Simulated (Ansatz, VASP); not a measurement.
Two plane-wave programs on Al3P2

File INCAR:

```
SYSTEM = Al3P2
  ALGO = Normal
  EDIFF = 1E-7
  EDIFFG = -0.01
  ENCUT = 600
  GGA = PE
  IBRION = 2
  ISIF = 3
  ISMEAR = 0
  LASPH = .TRUE.
  LCHARG = .FALSE.
  LREAL = .FALSE.
  LWAVE = .FALSE.
  NELM = 100
  NSW = 100
  PREC = Accurate
  SIGMA = 0.1
```

KPOINTS

```
k-points
0
G
  12 12 8
  0 0 0
```

Contents of POSCAR:

```
Al3P2
1.0
    4.2538767800      0.0000000000      0.0000000000
   -2.1269383900      3.6839653600      0.0000000000
    0.0000000000      0.0000000000      5.2236065400
Al P
3 2
Direct
    0.0000000000      0.0000000000      0.7454000100
    0.0000000000      0.0000000000      0.2545999900
    0.6666666700      0.3333333300      0.0000000000
    0.6666666700      0.3333333300      0.5000000000
    0.3333333300      0.6666666700      0.0000000000
```

Input for Ansatz:

```yaml
crystal:
  lattice:
    - [4.25387678, 0.0, 0.0]
    - [-2.12693839, 3.68396536, 0.0]
    - [0.0, 0.0, 5.22360654]
  atoms:
    - { symbol: Al, position: [0.0, 0.0, 0.74540001] }
    - { symbol: Al, position: [0.0, 0.0, 0.25459999] }
    - { symbol: Al, position: [0.66666667, 0.33333333, 0.0] }
    - { symbol: P, position: [0.66666667, 0.33333333, 0.5] }
    - { symbol: P, position: [0.33333333, 0.66666667, 0.0] }
basis:
  ecutwfc: 420
kpoints:
  mp_grid: { grid: [12, 12, 8] }
hamiltonian:
  xc: pbe
scf:
  occupations: { method: gaussian, width: 0.1 }
output:
  forces: true
  stress: true
  eigenvalues: true
relax:
  adjacent_minimum: "off"
  f_tol: 0.01
  max_steps: 80
  cell: { stress_tol: 0.05 }
```

Change from the starting cell: species swapped into the Fe3Ge2 type (P-6m2, No. 187).

Alike in both runs: task relaxation of cell and atoms; functional PBE; k mesh 12 × 12 × 8; occupations gaussian, width 0.1 eV; no spin polarisation.

```csv
,VASP,Ansatz
version,VASP 6.6.1,Ansatz 0.2.0
potentials or method,"VASP PAW PBE potentials, release 64 (Al, P), cutoff 600 eV","scalar-relativistic, plane waves, PAW"
valence electrons in the cell,19,19
```

|  | VASP | Ansatz | Ansatz less VASP |
| --- | --- | --- | --- |
| gap on the k mesh at the Fermi level, each at its own relaxed structure (eV) | none | none | - |
| relaxed volume (Å³/atom) | 18.03 | 18.03 | +0.004 |
| relaxed length of the cell vector where the two differ most in proportion (Å) | 6.533 | 6.528 | -0.0046 |

A gap of «none» marks a metal or a gap that the smearing closes.
